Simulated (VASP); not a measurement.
# Ti3Al (Fm-3m) in VASP: a series of runs

The runs below take Ti3Al through single point, with PBEsol.

All numbers are computed with VASP 6.6.1; they aren't measurements. Logs are shortened: lines on timing, memory, paths and dates and some standing lists are left out, and cuts for length are marked.

## Step 1: The cell of the first run

It takes space group Fm-3m (No. 225, cubic). Conventional cell: a = 6.758 Å, b = 6.758 Å, c = 6.758 Å, α = 90.00°, β = 90.00°, γ = 90.00°. Ti (site symmetry -43m) has 10 Ti at 2.93 to 3.38 Å and 4 Al at 2.93 Å within 3.9 Å. Within 3.9 Å of Ti (site symmetry m-3m) lie 8 Ti at 2.93 Å and 6 Al at 3.38 Å. Within 3.9 Å of Al (site symmetry m-3m) lie 14 Ti at 2.93 to 3.38 Å.

## Step 2: Single point, PBEsol, collinear spin (19.29 Å³/atom)

INCAR reads:

```
SYSTEM = Ti3Al
PREC = Accurate
ENCUT = 520
EDIFF = 1E-7
ISMEAR = 0
SIGMA = 0.15
LREAL = .False.
LASPH = .True.
NELM = 150
ALGO = Normal
ISIF = 2
LWAVE = .False.
LCHARG = .False.
ISPIN = 2
MAGMOM = 0.7 0.7 0.7 0
LORBIT = 11
NUPDOWN = 2.1
LMAXMIX = 4
GGA = PS
NBANDS = 32
```

KPOINTS reads:

```
Automatic mesh
0
Gamma
  12 12 12
  0 0 0
```

POSCAR reads:

```
Ti3Al
1.0
    0.0000000000      3.3792274415      3.3792274415
    3.3792274415      0.0000000000      3.3792274415
    3.3792274415      3.3792274415      0.0000000000
Ti Al
3 1
Direct
    0.7500000000      0.7500000000      0.7500000000
    0.2500000000      0.2500000000      0.2500000000
    0.0000000000      0.0000000000      0.0000000000
    0.5000000000      0.5000000000      0.5000000000
```

Potentials or basis: VASP PAW PBE potentials, release 64 (Ti_sv, Al).

Launch:

```console
$ cat potpaw_PBE.64/Ti_sv/POTCAR potpaw_PBE.64/Al/POTCAR > POTCAR
$ mpirun -np 1 vasp_std > vasp.out
```

OUTCAR:

```text
SYSTEM = Ti3Al
   PREC = Accurate
   ENCUT = 520
   EDIFF = 1E-7
   ISMEAR = 0
   LREAL = .False.
   LASPH = .True.
   NELM = 150
   ISIF = 2
   ISPIN = 2
   LORBIT = 11
   NUPDOWN = 2.1
   GGA = PS

 ion  position               nearest neighbor table
   1  0.750  0.750  0.750-   4 2.93   4 2.93   4 2.93   4 2.93
   2  0.250  0.250  0.250-   4 2.93   4 2.93   4 2.93   4 2.93
   3  0.000  0.000  0.000-
   4  0.500  0.500  0.500-   2 2.93   2 2.93   2 2.93   1 2.93   2 2.93   1 2.93   1 2.93   1 2.93

  LATTYP: Found a face centered cubic cell.
 ALAT       =     6.7584548830

  Lattice vectors:

 A1 = (   0.0000000000,   3.3792274415,   3.3792274415)
 A2 = (   3.3792274415,   0.0000000000,   3.3792274415)
 A3 = (   3.3792274415,   3.3792274415,   0.0000000000)

Analysis of symmetry for initial positions (statically):
=====================================================================
 Subroutine PRICEL returns:
 Original cell was already a primitive cell.

 Routine SETGRP: Setting up the symmetry group for a
 face centered cubic supercell.

 Subroutine GETGRP returns: Found 48 space group operations
 (whereof 48 operations were pure point group operations)
 out of a pool of 48 trial point group operations.

The static configuration has the point symmetry O_h .

Analysis of symmetry for dynamics (positions and initial velocities):
=====================================================================
 Subroutine PRICEL returns:
 Original cell was already a primitive cell.

 Routine SETGRP: Setting up the symmetry group for a
 face centered cubic supercell.

 Subroutine GETGRP returns: Found 48 space group operations
 (whereof 48 operations were pure point group operations)
 out of a pool of 48 trial point group operations.

The dynamic configuration has the point symmetry O_h .

Analysis of structural, dynamic, and magnetic symmetry:
=====================================================================
 Subroutine PRICEL returns:
 Original cell was already a primitive cell.

 Routine SETGRP: Setting up the symmetry group for a
 face centered cubic supercell.

 Subroutine GETGRP returns: Found 48 space group operations
 (whereof 48 operations were pure point group operations)
 out of a pool of 48 trial point group operations.

The overall configuration has the point symmetry O_h .

 Subroutine INISYM returns: Found 48 space group operations
 (whereof 48 operations are pure point group operations),
 and found     1 'primitive' translations

----------------------------------------------------------------------------------------

                                     Primitive cell

  volume of cell :      77.1760

  direct lattice vectors                    reciprocal lattice vectors
     0.000000000  3.379227441  3.379227441    -0.147962814  0.147962814  0.147962814
     3.379227441  0.000000000  3.379227441     0.147962814 -0.147962814  0.147962814
     3.379227441  3.379227441  0.000000000     0.147962814  0.147962814 -0.147962814

  length of vectors
     4.778949278  4.778949278  4.778949278     0.256279111  0.256279111  0.256279111

  position of ions in fractional coordinates (direct lattice)
     0.750000000  0.750000000  0.750000000
     0.250000000  0.250000000  0.250000000
     0.000000000  0.000000000  0.000000000
     0.500000000  0.500000000  0.500000000

  ion indices of the primitive-cell ions
   primitive index   ion index
                 1           1
                 2           2
                 3           3
                 4           4

----------------------------------------------------------------------------------------

 KPOINTS: Automatic mesh

Automatic generation of k-mesh.
 Grid dimensions read from file:
 generate k-points for:   12   12   12

 Generating k-lattice:

  Cartesian coordinates                     Fractional coordinates (reciprocal lattice)
    -0.012330234  0.012330234  0.012330234     0.083333333  0.000000000  0.000000000
     0.012330234 -0.012330234  0.012330234     0.000000000  0.083333333  0.000000000
     0.012330234  0.012330234 -0.012330234     0.000000000  0.000000000  0.083333333

  Length of vectors
     0.021356593  0.021356593  0.021356593

  Shift w.r.t. Gamma in fractional coordinates (k-lattice)
     0.000000000  0.000000000  0.000000000

 Subroutine IBZKPT returns following result:
 ===========================================

 Found     72 irreducible k-points:

 Following reciprocal coordinates:
            Coordinates               Weight
  0.000000  0.000000  0.000000      1.000000
  0.083333  0.000000  0.000000      8.000000
  0.166667  0.000000  0.000000      8.000000
  0.250000  0.000000  0.000000      8.000000
  0.333333  0.000000  0.000000      8.000000
  0.416667  0.000000  0.000000      8.000000
[... 16 lines left out ...]
  0.500000  0.166667  0.000000     24.000000
 -0.416667  0.166667  0.000000     24.000000
 [... further k-points ...]
   k-points           NKPTS =     72   k-points in BZ     NKDIM =     72   number of bands    NBANDS=     32
   number of dos      NEDOS =    301   number of ions     NIONS =      4
   total plane-waves  NPLWV =  46656
   dimension x,y,z NGX =    36 NGY =   36 NGZ =   36
   dimension x,y,z NGXF=    72 NGYF=   72 NGZF=   72
   ions per type =               3   1
   NGX,Y,Z   is equivalent  to a cutoff of  12.52, 12.52, 12.52 a.u.
   NGXF,Y,Z  is equivalent  to a cutoff of  25.05, 25.05, 25.05 a.u.
 SYSTEM =  Ti3Al
   PREC   = accura    normal or accurate (medium, high low for compatibility)
   ISTART =      0    job   : 0-new  1-cont  2-samecut
   ICHARG =      2    charge: 1-file 2-atom 10-const
   ISPIN  =      2    spin polarized calculation?
   LNONCOLLINEAR =      F non collinear calculations
   LSORBIT =      F    spin-orbit coupling
   LASPH  =      T    aspherical Exc in radial PAW
   ENCUT  =  520.0 eV  38.22 Ry    6.18 a.u.   8.89  8.89  8.89*2*pi/ulx,y,z
   NELM   =    150;   NELMIN=  2; NELMDL= -5     # of ELM steps
   EDIFF  = 0.1E-06   stopping-criterion for ELM
   LREAL  =      F    real-space projection
   EDIFFG = 0.1E-05   stopping-criterion for IOM
   NSW    =      0    number of steps for IOM
   IBRION =     -1    ionic relax: 0-MD 1-quasi-New 2-CG
   NFREE  =      0    steps in history (QN), initial steepest desc. (CG)
   ISIF   =      2    stress and relaxation
   ISYM   =      2    0-nonsym 1-usesym 2-fastsym
   POTIM  = 0.5000    time-step for ionic-motion
   TEBEG  =    0.0;   TEEND  =   0.0 temperature during run
   PSTRESS=    0.0 pullay stress
   NELECT =      39.0000    total number of electrons
   NUPDOWN=       2.1000    fix difference up-down
   EMIN   =  10.00;   EMAX   =-10.00  energy-range for DOS
   EFERMI =   0.00;   METHOD = LEGACY
   ISMEAR =     0;   SIGMA  =   0.15  broadening in eV -4-tet -1-fermi 0-gaus
   EFERMI_NEDOS =   21; number of points for ismear=-14 and -15
   IALGO  =     38    algorithm
   IMIX   =      4    mixing-type and parameters
     AMIX     =   0.40;   BMIX     =  1.00
     AMIX_MAG =   1.60;   BMIX_MAG =  1.00
  volume/ion in A,a.u.               =      19.29       130.20
  Fermi-wavevector in a.u.,A,eV,Ry     =   1.303974  2.464154 23.134643  1.700348
  Thomas-Fermi vector in A             =   2.434941
   LORBIT       =     11    0 simple, 1 ext, 2 COOP (PROOUT), +10 PAW based schemes
   GGA     = PS    functional components
   LHFCALC =     F    Hartree Fock is set to
   AEXX    =    0.0000 exact exchange contribution
   IVDW    =     0    specifies the selected vdW correction
   LEPSILON=     F    determine dielectric tensor
   LRPA    =     F    only Hartree local field effects (RPA)
 spin polarized calculation
 Gauss-broadening in eV      SIGMA  =   0.15
  energy-cutoff  :      520.00
  volume of cell :       77.18
 maximum number of plane-waves:      2120
   NGX = 17   NGY = 17   NGZ = 17

 number of electron      39.0000018 magnetization       2.1000002

 Free energy of the ion-electron system (eV)
  ---------------------------------------------------
  ext. energy  EPLUGINS =         0.00000000
  ---------------------------------------------------
  free energy    TOTEN  =       -29.14176105 eV

  energy without entropy =      -29.07363048  energy(sigma->0) =      -29.10769577

 E-fermi :   6.7340     XC(G=0): -10.7646

 val. band max:        6.7312377597   @ k =  -0.4167   0.3333   0.0833
 cond. band min:       6.6921600276   @ k =   0.5000   0.2500   0.0833
 fundamental gap:     -0.0390777321
 Fermi energy:         6.6897687027

 spin component 1

 k-point     1 :       0.0000    0.0000    0.0000
  band No.  band energies     occupation
      1     -50.1268      1.00000
      2     -50.0774      1.00000
      3     -50.0037      1.00000
      4     -26.5173      1.00000
      5     -26.5173      1.00000
      6     -26.5173      1.00000
[... 805 lines left out ...]
     30      10.2426      0.00000
     31      10.4975      0.00000

 [... further k-points ...]

 spin component 2

 k-point     1 :       0.0000    0.0000    0.0000
  band No.  band energies     occupation
      1     -49.8689      1.00000
      2     -49.8468      1.00000
      3     -49.1037      1.00000
      4     -26.2278      1.00000
      5     -26.2278      1.00000
      6     -26.2278      1.00000
[... 805 lines left out ...]
     30      10.6419      0.00000
     31      10.8229      0.00000

 [... further k-points ...]

 [bands above 31 left out]

------------------------ aborting loop because EDIFF is reached ----------------------------------------

  FORCE on cell =-STRESS in cart. coord.  units (eV):
  Direction    XX          YY          ZZ          XY          YZ          ZX
  --------------------------------------------------------------------------------------
  -------------------------------------------------------------------------------------
  Total       -6.9384144     -6.9384144     -6.9384144      0.0000000      0.0000000      0.0000000
  in kB     -144.0418043   -144.0418043   -144.0418043      0.0000000      0.0000000      0.0000000
  external PRESSURE =    -144.0418043 kB  Pullay stress =       0.0000000 kB

 VOLUME and BASIS-vectors are now :
 -----------------------------------------------------------------------------
  energy-cutoff  :      520.00
  volume of cell :       77.18
      direct lattice vectors                 reciprocal lattice vectors
     0.000000000  3.379227441  3.379227441    -0.147962814  0.147962814  0.147962814
     3.379227441  0.000000000  3.379227441     0.147962814 -0.147962814  0.147962814
     3.379227441  3.379227441  0.000000000     0.147962814  0.147962814 -0.147962814

 POSITION                                       TOTAL-FORCE (eV/Angst)
 -----------------------------------------------------------------------------------
      5.06884      5.06884      5.06884         0.000000      0.000000      0.000000
      1.68961      1.68961      1.68961        -0.000000     -0.000000      0.000000
      0.00000      0.00000      0.00000        -0.000000     -0.000000     -0.000000
      3.37923      3.37923      3.37923        -0.000000     -0.000000     -0.000000
 -----------------------------------------------------------------------------------
    total drift:                                0.000000      0.000000      0.000000

  FREE ENERGIE OF THE ION-ELECTRON SYSTEM (eV)
  ---------------------------------------------------
  free  energy   TOTEN  =       -29.1417610513 eV

  energy  without entropy=      -29.0736304848  energy(sigma->0) =      -29.10769577

 total charge

# of ion       s       p       d       tot
------------------------------------------
    1        2.192   6.095   1.829  10.116
    2        2.192   6.095   1.829  10.116
    3        2.225   6.074   1.889  10.188
    4        0.396   0.365   0.000   0.760
--------------------------------------------------
tot          7.004  18.629   5.547  31.180

 magnetization (x)

# of ion       s       p       d       tot
------------------------------------------
    1        0.002   0.026   0.234   0.263
    2        0.002   0.026   0.234   0.263
    3        0.013   0.028   0.990   1.031
    4       -0.008  -0.015   0.000  -0.023
--------------------------------------------------
tot          0.010   0.066   1.459   1.535
```

It took 5.1 min on 1 thread of Intel Xeon Platinum 8488C (Sapphire Rapids), shared host; peak memory 0.4 GiB.

What came out:

```
Free energy                                           : -29.1418 eV
Pressure                                              : -14.4 GPa
Net moment                                            : 2.10 μB per cell
Site moments                                          : Ti +0.26, +1.03 (each value once); Al -0.02 μB
Valence electrons inside the program's atomic spheres : Ti 10.12, 10.19 (each value once); Al 0.76
```

Caveat: the cell stands under tension; the PAW data sets were made with another functional, which shifts forces and pressure a little; the total moment is fixed, so each spin has its own Fermi level.

[end of part 1 of 2]
